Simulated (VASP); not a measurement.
Input of a VASP 6.6.1 run:

POSCAR

```
Mn
1.0
    2.4861877272      0.0000000000      0.0000000000
   -1.2430938636      2.1531017303      0.0000000000
    0.0000000000      0.0000000000      8.2072313281
Mn
4
Direct
    0.3333333333      0.6666666667      0.3671465250
    0.6666666667      0.3333333333      0.8671465250
    0.6666666667      0.3333333333      0.6328534750
    0.3333333333      0.6666666667      0.1328534750
```

The input INCAR.step1:

```
PREC = Accurate
ENCUT = 520
ISMEAR = 0
SIGMA = 0.1
LREAL = F
LASPH = T
NELM = 100
NBANDS = 34
GGA = PE
ALGO = Normal
EDIFF = 1E-4
LWAVE = T
LCHARG = F
```

File INCAR.step2:

```
PREC = Accurate
ENCUT = 520
EDIFF = 1E-7
ISMEAR = 0
SIGMA = 0.1
LREAL = F
LASPH = T
NELM = 100
ALGO = Normal
ISIF = 2
LWAVE = F
LCHARG = F
METAGGA = R2SCAN
LMIXTAU = T
NBANDS = 34
ISTART = 1
```

The input KPOINTS:

```
regular mesh
0
Gamma
  21 21 6
```

Potentials or basis: VASP PAW PBE potentials, release 64 (Mn_pv).

Run with:

```bash
$ cat potpaw_PBE.64/Mn_pv/POTCAR > POTCAR
$ cp INCAR.step1 INCAR
$ mpirun -np 1 vasp_std > vasp.out
$ cp INCAR.step2 INCAR
$ mpirun -np 1 vasp_std > vasp.out
```

Question: Predict the pressure.

Answer: 3.3 GPa.

Question: Estimate the largest force.

Answer: 0.832 eV/Å.

Question: Estimate the band gap on the k mesh.

Answer: Zero (band 26 reaches 11.50 eV, above the bottom of band 27 at 9.56 eV).

Forces in eV/Å, atoms in the order of the input:
```
Mn   0.000  0.000  0.832
Mn   0.000  0.000  0.832
Mn   0.000  0.000 -0.832
Mn   0.000  0.000 -0.832
```

Caveat: the PAW data sets were made with another functional, which shifts forces and pressure a little; the run has no spin polarisation, though such a crystal can be magnetic. Spin polarisation is off, so any magnetic state and its effect on volume and gap are missing.
